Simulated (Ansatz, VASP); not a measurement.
**Li in VASP and in Ansatz**

```
Li
1.0
     0.00000    2.17224    2.17224
     2.17224    0.00000    2.17224
     2.17224    2.17224    0.00000
Li
1
Direct
  0.00000 0.00000 0.00000
```

Change from the starting cell: volume scaled by 0.96.

Alike in both runs: task single point; functional PBEsol; k mesh 13 × 13 × 13; occupations fermi-dirac, width 0.08 eV; no spin polarisation.

|  | VASP | Ansatz |
| --- | --- | --- |
| version | VASP 6.6.1 | Ansatz 0.2.0 |
| potentials or method | VASP PAW PBE potentials, release 64 (Li_sv), cutoff 750 eV | all-electron LAPW, scalar-relativistic |

|  | VASP | Ansatz | Ansatz less VASP |
| --- | --- | --- | --- |
| pressure (GPa) | -0.3 | -0.2 | +0.11 |

VASP's potentials were made for PBE, not for PBEsol. Ansatz ran all-electron here, and VASP with PAW potentials.
